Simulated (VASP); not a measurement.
Write the native input for VASP 6.6.1 that does the following.

| Quantity | Value |
| --- | --- |
| Task | single point |
| Functional | BLYP |
| Potentials or basis | VASP PAW PBE potentials, release 64 (Rb_sv) |
| Cutoff | 520 eV |
| k mesh | 9 × 9 × 9 |
| Occupations | fermi-dirac, width 0.1 eV |
| Spin | no spin polarisation |
| Dipole correction | no |
| Further INCAR settings | ALGO = Normal; EDIFF = 1e-06; NBANDS = 10 |

The structure of Rb lies in POSCAR:

```
Rb
1.0
    0.0000000000      3.5835025369      3.5835025369
    3.5835025369      0.0000000000      3.5835025369
    3.5835025369      3.5835025369      0.0000000000
Rb
1
Direct
    0.0000000000      0.0000000000      0.0000000000
```

This cell differs from its parent crystal: volume scaled by 0.96.

The input as run:

INCAR

```
SYSTEM = Rb
PREC = Accurate
ENCUT = 520
EDIFF = 1E-6
ISMEAR = -1
SIGMA = 0.1
LREAL = .FALSE.
LASPH = .TRUE.
NELM = 60
ALGO = Normal
ISIF = 2
LWAVE = .FALSE.
LCHARG = .FALSE.
GGA = B5
ALDAX = 1.0
AGGAX = 1.0
AGGAC = 1.0
ALDAC = 0.0
NBANDS = 10
```

KPOINTS

```
Automatic mesh
0
G
  9 9 9
  0 0 0
```

Potentials or basis: VASP PAW PBE potentials, release 64 (Rb_sv).

Run with:

```sh
$ cat potpaw_PBE.64/Rb_sv/POTCAR > POTCAR
$ mpirun -np 1 vasp_std > vasp.out
```

It gave:

The pressure is 0.1 GPa.

Caveat: the PAW data sets were made with another functional, which shifts forces and pressure a little.

It took 36 s on 1 thread of Intel(R) Xeon(R) Platinum 8259CL CPU @ 2.50GHz (Skylake/Cascade Lake), on a shared host, peak memory 0.23 GiB.
